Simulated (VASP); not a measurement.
# AlN (Fm-3m) in VASP: settings compared

Aim: see how the results for AlN move with the level of theory and the settings. Levels: r2SCAN, HSE06. Tasks: relaxation of cell and atoms, single point.

All numbers are computed with VASP 6.6.1; they aren't measurements. Logs are shortened: lines on timing, memory, paths and dates and some standing lists are left out, and cuts for length are marked.

### Step 1. The cell of the first run

It takes space group Fm-3m (No. 225, cubic). Conventional cell: a = 4.071 Å, b = 4.071 Å, c = 4.071 Å, α = 90.00°, β = 90.00°, γ = 90.00°. Within 2.7 Å of Al (site symmetry m-3m) lie 6 N at 2.04 Å. Within 2.7 Å of N (site symmetry m-3m) lie 6 Al at 2.04 Å.

### Step 2. Relaxation of cell and atoms, r2SCAN

Input file POSCAR:

```
AlN
1.0
    0.0000000000      2.0352516422      2.0352516422
    2.0352516422      0.0000000000      2.0352516422
    2.0352516422      2.0352516422      0.0000000000
Al N
1 1
Direct
    0.0000000000      0.0000000000      0.0000000000
    0.5000000000      0.5000000000      0.5000000000
```

Input file INCAR.step1:

```
SYSTEM = AlN
PREC = Accurate
ENCUT = 600
ISMEAR = -1
SIGMA = 0.02
LREAL = .False.
LASPH = .True.
NELM = 60
GGA = PE
ALGO = Normal
EDIFF = 1E-4
LWAVE = .True.
LCHARG = .False.
```

Input file INCAR.step2:

```
SYSTEM = AlN
PREC = Accurate
ENCUT = 600
EDIFF = 1E-6
ISMEAR = -1
SIGMA = 0.02
LREAL = .False.
LASPH = .True.
NELM = 60
ALGO = Normal
ISIF = 3
LWAVE = .False.
LCHARG = .False.
METAGGA = R2SCAN
LMIXTAU = .True.
IBRION = 2
NSW = 80
EDIFFG = -0.005
ISTART = 1
```

Input file KPOINTS:

```
Automatic mesh
0
Gamma
  10 10 10
  0 0 0
```

Potentials or basis: VASP PAW PBE potentials, release 64 (Al, N).

The run is started by

```sh
$ cat potpaw_PBE.64/Al/POTCAR potpaw_PBE.64/N/POTCAR > POTCAR
$ cp INCAR.step1 INCAR
$ mpirun -np 1 vasp_std > vasp.out
$ cp INCAR.step2 INCAR
$ mpirun -np 1 vasp_std > vasp.out
```

OUTCAR:

```text
SYSTEM = AlN
   PREC = Accurate
   ENCUT = 600
   EDIFF = 1E-6
   ISMEAR = -1
   LREAL = .False.
   LASPH = .True.
   NELM = 60
   ISIF = 3
   METAGGA = R2SCAN
   IBRION = 2
   NSW = 80
   EDIFFG = -0.005
   ISTART = 1

 ion  position               nearest neighbor table
   1  0.000  0.000  0.000-   2 2.04   2 2.04   2 2.04   2 2.04   2 2.04   2 2.04
   2  0.500  0.500  0.500-   1 2.04   1 2.04   1 2.04   1 2.04   1 2.04   1 2.04

  LATTYP: Found a face centered cubic cell.
 ALAT       =     4.0705032844

  Lattice vectors:

 A1 = (   0.0000000000,   2.0352516422,   2.0352516422)
 A2 = (   2.0352516422,   0.0000000000,   2.0352516422)
 A3 = (   2.0352516422,   2.0352516422,   0.0000000000)

Analysis of symmetry for initial positions (statically):
=====================================================================
 Subroutine PRICEL returns:
 Original cell was already a primitive cell.

 Routine SETGRP: Setting up the symmetry group for a
 face centered cubic supercell.

 Subroutine GETGRP returns: Found 48 space group operations
[... 9 lines left out ...]

 Routine SETGRP: Setting up the symmetry group for a
 face centered cubic supercell.

 Subroutine GETGRP returns: Found 48 space group operations
[... 11 lines left out ...]
                                     Primitive cell

  volume of cell :      16.8610

  direct lattice vectors                    reciprocal lattice vectors
     0.000000000  2.035251642  2.035251642    -0.245669867  0.245669867  0.245669867
     2.035251642  0.000000000  2.035251642     0.245669867 -0.245669867  0.245669867
     2.035251642  2.035251642  0.000000000     0.245669867  0.245669867 -0.245669867

  length of vectors
     2.878280475  2.878280475  2.878280475     0.425512691  0.425512691  0.425512691

  position of ions in fractional coordinates (direct lattice)
     0.000000000  0.000000000  0.000000000
     0.500000000  0.500000000  0.500000000

  ion indices of the primitive-cell ions
   primitive index   ion index
                 1           1
                 2           2

----------------------------------------------------------------------------------------

 KPOINTS: Automatic mesh

Automatic generation of k-mesh.
 Grid dimensions read from file:
 generate k-points for:   10   10   10

 Generating k-lattice:

  Cartesian coordinates                     Fractional coordinates (reciprocal lattice)
    -0.024566987  0.024566987  0.024566987     0.100000000  0.000000000  0.000000000
     0.024566987 -0.024566987  0.024566987     0.000000000  0.100000000  0.000000000
     0.024566987  0.024566987 -0.024566987     0.000000000  0.000000000  0.100000000

  Length of vectors
     0.042551269  0.042551269  0.042551269

  Shift w.r.t. Gamma in fractional coordinates (k-lattice)
     0.000000000  0.000000000  0.000000000

 Subroutine IBZKPT returns following result:
 ===========================================

 Found     47 irreducible k-points:

 Following reciprocal coordinates:
            Coordinates               Weight
  0.000000  0.000000  0.000000      1.000000
  0.100000  0.000000  0.000000      8.000000
  0.200000  0.000000  0.000000      8.000000
  0.300000  0.000000  0.000000      8.000000
  0.400000  0.000000  0.000000      8.000000
  0.500000  0.000000  0.000000      4.000000
[... 16 lines left out ...]
  0.300000  0.300000  0.000000      6.000000
  0.400000  0.300000  0.000000     24.000000
 [... further k-points ...]
   k-points           NKPTS =     47   k-points in BZ     NKDIM =     47   number of bands    NBANDS=      8
   number of dos      NEDOS =    301   number of ions     NIONS =      2
   total plane-waves  NPLWV =  13824
   dimension x,y,z NGX =    24 NGY =   24 NGZ =   24
   dimension x,y,z NGXF=    48 NGYF=   48 NGZF=   48
   ions per type =               1   1
   NGX,Y,Z   is equivalent  to a cutoff of  13.86, 13.86, 13.86 a.u.
   NGXF,Y,Z  is equivalent  to a cutoff of  27.72, 27.72, 27.72 a.u.
 SYSTEM =  AlN
   PREC   = accura    normal or accurate (medium, high low for compatibility)
   ISTART =      1    job   : 0-new  1-cont  2-samecut
   ICHARG =      0    charge: 1-file 2-atom 10-const
   ISPIN  =      1    spin polarized calculation?
   LNONCOLLINEAR =      F non collinear calculations
   LSORBIT =      F    spin-orbit coupling
   LASPH  =      T    aspherical Exc in radial PAW
   ENCUT  =  600.0 eV  44.10 Ry    6.64 a.u.   5.75  5.75  5.75*2*pi/ulx,y,z
   NELM   =     60;   NELMIN=  2; NELMDL=  0     # of ELM steps
   EDIFF  = 0.1E-05   stopping-criterion for ELM
   LREAL  =      F    real-space projection
   EDIFFG = -.5E-02   stopping-criterion for IOM
   NSW    =     80    number of steps for IOM
   IBRION =      2    ionic relax: 0-MD 1-quasi-New 2-CG
   NFREE  =      1    steps in history (QN), initial steepest desc. (CG)
   ISIF   =      3    stress and relaxation
   ISYM   =      2    0-nonsym 1-usesym 2-fastsym
   POTIM  = 0.5000    time-step for ionic-motion
   TEBEG  =    0.0;   TEEND  =   0.0 temperature during run
   PSTRESS=    0.0 pullay stress
   NELECT =       8.0000    total number of electrons
   NUPDOWN=      -1.0000    fix difference up-down
   EMIN   =  10.00;   EMAX   =-10.00  energy-range for DOS
   EFERMI =   0.00;   METHOD = LEGACY
   ISMEAR =    -1;   SIGMA  =   0.02  broadening in eV -4-tet -1-fermi 0-gaus
   EFERMI_NEDOS =   21; number of points for ismear=-14 and -15
   IALGO  =     38    algorithm
   IMIX   =      4    mixing-type and parameters
     AMIX     =   0.40;   BMIX     =  1.00
     AMIX_MAG =   1.60;   BMIX_MAG =  1.00
  volume/ion in A,a.u.               =       8.43        56.89
  Fermi-wavevector in a.u.,A,eV,Ry     =   1.276860  2.412916 22.182560  1.630372
  Thomas-Fermi vector in A             =   2.409493
   LORBIT       =      0    0 simple, 1 ext, 2 COOP (PROOUT), +10 PAW based schemes
   METAGGA = R2SCAN    functional components
   LHFCALC =     F    Hartree Fock is set to
   AEXX    =    0.0000 exact exchange contribution
   IVDW    =     0    specifies the selected vdW correction
   LEPSILON=     F    determine dielectric tensor
   LRPA    =     F    only Hartree local field effects (RPA)
 conjugate gradient relaxation of ions
 non-spin polarized calculation
  energy-cutoff  :      600.00
  volume of cell :       16.86
 maximum number of plane-waves:       588
   NGX = 11   NGY = 11   NGZ = 11

--------------------------------------- Ionic step        1  -------------------------------------------

 number of electron       8.0000000 magnetization

 Free energy of the ion-electron system (eV)
  ---------------------------------------------------
  ext. energy  EPLUGINS =         0.00000000
  ---------------------------------------------------
  free energy    TOTEN  =       -18.88723497 eV

  energy without entropy =      -18.88723497  energy(sigma->0) =      -18.88723497

 E-fermi :   9.9960     XC(G=0): -12.7782

 val. band max:        9.5167661222   @ k =   0.0000   0.0000   0.0000
 cond. band min:      14.7994695944   @ k =   0.5000   0.5000   0.0000
 fundamental gap:      5.2827034722
 Fermi energy:         9.9959916973

 k-point     1 :       0.0000    0.0000    0.0000
  band No.  band energies     occupation
      1      -8.7005      2.00000
      2       9.5168      2.00000
      3       9.5168      2.00000
      4       9.5168      2.00000
      5      15.7342      0.00000
      6      22.3601      0.00000
      7      22.3601      0.00000
      8      22.3601      0.00000

 k-point     2 :       0.1000    0.0000    0.0000
  band No.  band energies     occupation
      1      -8.4960      2.00000
      2       8.4895      2.00000
      3       9.3905      2.00000
      4       9.3905      2.00000
      5      16.3793      0.00000
      6      21.5346      0.00000
      7      22.6730      0.00000
      8      22.6730      0.00000

 k-point     3 :       0.2000    0.0000    0.0000
  band No.  band energies     occupation
      1      -7.9035      2.00000
      2       6.3175      2.00000
      3       9.0834      2.00000
      4       9.0834      2.00000
      5      17.0729      0.00000
      6      21.1008      0.00000
      7      22.8871      0.00000
      8      22.8871      0.00000
[... 280 lines left out ...]
 VOLUME and BASIS-vectors are now :
 -----------------------------------------------------------------------------
  energy-cutoff  :      600.00
  volume of cell :       15.97
      direct lattice vectors                 reciprocal lattice vectors
    -0.000000000  1.998799708  1.998799708    -0.250150127  0.250150127  0.250150127
     1.998799708 -0.000000000  1.998799708     0.250150127 -0.250150127  0.250150127
     1.998799708  1.998799708  0.000000000     0.250150127  0.250150127 -0.250150127

 POSITION                                       TOTAL-FORCE (eV/Angst)
 -----------------------------------------------------------------------------------
      1.99880      1.99880      3.99760        -0.000000     -0.000000      0.000000
      1.99880      1.99880      1.99880         0.000000      0.000000     -0.000000
 -----------------------------------------------------------------------------------
    total drift:                                0.000000     -0.000000      0.000000

  FREE ENERGIE OF THE ION-ELECTRON SYSTEM (eV)
  ---------------------------------------------------
  free  energy   TOTEN  =       -18.8866975233 eV

  energy  without entropy=      -18.8866975232  energy(sigma->0) =      -18.88669752

--------------------------------------- Ionic step        3  -------------------------------------------

 number of electron       7.9999999 magnetization

 Free energy of the ion-electron system (eV)
  ---------------------------------------------------
  ext. energy  EPLUGINS =         0.00000000
  ---------------------------------------------------
  free energy    TOTEN  =       -18.89746803 eV

  energy without entropy =      -18.89746803  energy(sigma->0) =      -18.89746803

 E-fermi :  10.3144     XC(G=0): -12.9122

 val. band max:        9.8620390243   @ k =   0.0000   0.0000   0.0000
 cond. band min:      15.4173457391   @ k =   0.5000   0.5000   0.0000
 fundamental gap:      5.5553067149
 Fermi energy:        10.3144272022

 k-point     1 :       0.0000    0.0000    0.0000
  band No.  band energies     occupation
      1      -8.6025      2.00000
      2       9.8620      2.00000
      3       9.8620      2.00000
      4       9.8620      2.00000
      5      16.4831      0.00000
      6      22.7976      0.00000
      7      22.7976      0.00000
      8      22.7976      0.00000

 k-point     2 :       0.1000    0.0000    0.0000
  band No.  band energies     occupation
      1      -8.3925      2.00000
      2       8.8311      2.00000
      3       9.7297      2.00000
      4       9.7297      2.00000
      5      17.1106      0.00000
      6      21.9752      0.00000
      7      23.1249      0.00000
      8      23.1249      0.00000

 k-point     3 :       0.2000    0.0000    0.0000
  band No.  band energies     occupation
      1      -7.7834      2.00000
      2       6.6252      2.00000
      3       9.4081      2.00000
      4       9.4081      2.00000
      5      17.7256      0.00000
      6      21.6245      0.00000
      7      23.4022      0.00000
      8      23.4022      0.00000
[... 244 lines left out ...]
 VOLUME and BASIS-vectors are now :
 -----------------------------------------------------------------------------
  energy-cutoff  :      600.00
  volume of cell :       16.41
      direct lattice vectors                 reciprocal lattice vectors
    -0.000000000  2.017010473  2.017010473    -0.247891623  0.247891623  0.247891623
     2.017010473 -0.000000000  2.017010473     0.247891623 -0.247891623  0.247891623
     2.017010473  2.017010473  0.000000000     0.247891623  0.247891623 -0.247891623

 POSITION                                       TOTAL-FORCE (eV/Angst)
 -----------------------------------------------------------------------------------
      0.00000      0.00000      0.00000         0.000000     -0.000000     -0.000000
      2.01701      2.01701      2.01701        -0.000000      0.000000      0.000000
 -----------------------------------------------------------------------------------
    total drift:                               -0.000000     -0.000000      0.000000

  FREE ENERGIE OF THE ION-ELECTRON SYSTEM (eV)
  ---------------------------------------------------
  free  energy   TOTEN  =       -18.8974680274 eV

  energy  without entropy=      -18.8974680274  energy(sigma->0) =      -18.89746803

 reached required accuracy - stopping structural energy minimisation
```

Wall time 1.7 min (1 thread of AMD EPYC 7R13 (Zen 3), shared host); peak memory 0.11 GiB.

What came out:

```
Free energy                            : -18.8975 eV
Relaxed volume                         : 8.21 Å³/atom
Relaxed cell                           : a = 2.852 Å, b = 2.852 Å, c = 2.852 Å, α = 60.00°, β = 60.00°, γ = 60.00°
Space group after relaxing (to 0.05 Å) : Fm-3m (No. 225)
Energy gained by relaxing              : 5.1 meV/atom
Ionic steps                            : 3
Pressure after relaxing                : 0.1 GPa
Band gap on the k mesh                 : 5.56 eV, indirect (least direct gap 6.62 eV)
```

Step by step:
```csv
step,energy change (eV),largest force (eV/Å),pressure (GPa),volume (Å³)
1,0.0000,0.0000,-7.06,16.86
2,0.0005,0.0000,8.08,15.97
3,-0.0102,0.0000,0.08,16.41
```

Final structure:
```yaml
crystal:
  lattice:
    - [0.00000, 2.01701, 2.01701]
    - [2.01701, 0.00000, 2.01701]
    - [2.01701, 2.01701, 0.00000]
  atoms:
    - { symbol: Al, position: [0.00000, 0.00000, 0.00000] }
    - { symbol: N, position: [0.50000, 0.50000, 0.50000] }
```

Caveat: the PAW data sets were made with another functional, which shifts forces and pressure a little. A k mesh can miss the band edges.

### Step 3. Single point, HSE06

This run uses another cell than the first one, of 8.18 Å³/atom, 0.971 times its volume.

Input file POSCAR:

```
AlN
1.0
    0.0000000000      2.0151963925      2.0151963925
    2.0151963925      0.0000000000      2.0151963925
    2.0151963925      2.0151963925      0.0000000000
Al N
1 1
Direct
    0.0000000000      0.0000000000      0.0000000000
    0.5000000000      0.5000000000      0.5000000000
```

Input file INCAR.step1:

```
ALGO = Normal
EDIFF = 1E-5
ENCUT = 520
GGA = PE
ISIF = 2
ISMEAR = -1
LASPH = T
LCHARG = F
LREAL = F
LWAVE = T
NBANDS = 11
NELM = 80
PREC = Accurate
SIGMA = 0.02
```

Input file INCAR.step2:

```
ALGO = Normal
EDIFF = 1E-6
ENCUT = 520
GGA = PE
HFSCREEN = 0.2079
ISIF = 2
ISMEAR = -1
ISTART = 1
LASPH = T
LCHARG = F
LHFCALC = T
LREAL = F
LWAVE = F
NBANDS = 11
NELM = 80
PREC = Accurate
PRECFOCK = Normal
SIGMA = 0.02
```

Input file KPOINTS:

```
k-points
0
Gamma
  6 6 6
```

Potentials or basis: VASP PAW PBE potentials, release 64 (Al, N).

The run is started by

```sh
$ cat potpaw_PBE.64/Al/POTCAR potpaw_PBE.64/N/POTCAR > POTCAR
$ cp INCAR.step1 INCAR
$ mpirun -np 1 vasp_std > vasp.out
$ cp INCAR.step2 INCAR
$ mpirun -np 1 vasp_std > vasp.out
```

Run time: 97 s. Hardware: 1 thread of Intel Xeon Platinum 8488C (Sapphire Rapids), shared host; peak memory 0.24 GiB.

It converged, with:

```
Free energy            : -17.1301 eV
Pressure               : 0.1 GPa
Band gap on the k mesh : 6.07 eV, indirect (least direct gap 7.35 eV)
```

Levels at points of the mesh, in eV from the valence-band top:
| k point | band 1 | band 2 | band 3 | band 4 | band 5 | band 6 | band 7 | band 8 | band 9 |
| --- | --- | --- | --- | --- | --- | --- | --- | --- | --- |
| (0.00, 0.00, 0.00) | -19.31 | 0.00 | 0.00 | 0.00 | 7.35 | 13.84 | 13.84 | 13.84 | 19.05 |
| (0.50, 0.00, 0.00) | -15.80 | -9.07 | -1.18 | -1.18 | 7.60 | 12.67 | 12.67 | 15.68 | 18.12 |
| (0.50, 0.50, 0.00) | -14.73 | -8.09 | -3.08 | -3.08 | 6.07 | 6.60 | 16.37 | 19.64 | 19.64 |

Caveat: the k points lie up to 0.45 Å⁻¹ apart; the PAW data sets were made with another functional, which shifts forces and pressure a little.

(Part 1 of 2 ends here.)
